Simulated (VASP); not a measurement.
Runs of VASP 6.6.1 on PtSe2 (nod). The structure is that of space group P-3m1 (No. 164), or close to it. The cells are those of the table. 

```tsv
task	cell	k mesh	cutoff (eV)	smearing	gap on the mesh (eV)	pressure (GPa)	relaxed volume (Å³/atom)	largest force (eV/Å)
relaxation of cell and atoms	relaxed from a = 3.757, b = 3.757, c = 4.879 Å, angles 90.0, 90.0, 120.0°, 3 atoms	15 × 15 × 10	600	gaussian 0.1 eV	none	0.0	(a)	-
relaxation of cell and atoms	relaxed from a = 3.708, b = 3.708, c = 5.849 Å, angles 90.0, 90.0, 120.0°, 3 atoms	9 × 9 × 6	600	gaussian 0.02 eV	none	0.0	19.88	-
single point	a = 3.760, b = 3.760, c = 4.865 Å, angles 90.0, 90.0, 120.0°, 3 atoms	15 × 15 × 10	520	gaussian 0.1 eV	none	0.1	-	0.01
single point	a = 3.757, b = 3.757, c = 4.879 Å, angles 90.0, 90.0, 120.0°, 3 atoms	9 × 9 × 6	520	gaussian 0.02 eV	none	0.1	-	0.01
```

Alike in all rows: level PBEsol; potentials or basis VASP PAW PBE potentials, release 64 (Pt, Se); no spin polarisation.

Task: Estimate the missing entries.

Result: (a) 19.86.

Caveats: the PAW data sets were made with another functional, which shifts forces and pressure a little; spin-orbit coupling is left out, which moves the levels of the heavy elements; this functional lacks dispersion, which binds the layers, so the pressure and a relaxed spacing across them are unreliable (some runs).

A k mesh can miss the band edges, and the runs leave out spin-orbit coupling on Pt, Se.

A gap of «none» marks levels without a gap at the run's occupations.
